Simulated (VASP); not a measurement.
Runs of VASP 6.6.1 on Fe. Symmetry: Fm-3m, No. 225, cubic system. The conventional cell has a = 3.569 Å, b = 3.569 Å, c = 3.569 Å, α = 90.00°, β = 90.00°, γ = 90.00°. Fe (site symmetry m-3m) has 12 Fe at 2.52 Å within 3.3 Å. 

```csv
spin,fixed moment (μB),pressure (GPa),moment (μB)
"collinear, zero start",0.0,-22.8,0.00
"collinear, ferromagnetic start",2.29,(a),2.29
"collinear, ferromagnetic start",1.91,-2.7,1.91
"collinear, ferromagnetic start",1.14,(b),1.14
"collinear, ferromagnetic start",3.05,27.0,3.05
```

Alike in all rows: task single point; level PBE; potentials or basis VASP PAW PBE potentials, release 64 (Fe); cell as given; k mesh 12 × 12 × 12; cutoff (eV) 520; smearing fermi-dirac 0.1 eV.

Question: Estimate the missing entries.

Answer: (a) 5.4; (b) -14.9.

Caveats: the total moment is fixed, so each spin has its own Fermi level.
